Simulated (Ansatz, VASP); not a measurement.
One calculation of Se, two programs

```
Se
1.0
     4.08406    0.00000    0.00000
    -2.04203    3.53690    0.00000
     0.00000    0.00000    5.35911
Se
3
Cartesian
  1.0102 0.0000 1.7864
  -0.5051 0.8748 3.5727
  1.5369 2.6621 0.0000
```

Alike in both runs: task single point; functional PBE; dispersion D3(BJ); k mesh 12 × 12 × 8; occupations gaussian, width 0.05 eV; no spin polarisation.

```csv
,VASP,Ansatz
version,VASP 6.6.1,Ansatz 0.2.0
potentials or method,"VASP PAW PBE potentials, release 64 (Se), cutoff 520 eV","scalar-relativistic, plane waves, PAW"
valence electrons in the cell,18,48
```

```csv
,VASP,Ansatz,Ansatz less VASP
gap on the k mesh at the Fermi level (eV),0.24,0.25,+0.008
least direct gap on the mesh (eV),0.24,0.25,+0.008
pressure (GPa),-3.7,-3.7,-0.06
"traceless stress, the component that is largest in VASP (GPa)",-2.18,-2.21,-0.030
rms of the force components (eV/Å),0.196,0.204,+0.0075
```

Atom by atom the forces differ by 0.008 eV/Å (rms over components). VASP's potentials hold 18 valence electrons a cell and Ansatz's 48, so a difference there can come from the potentials and not from the codes.
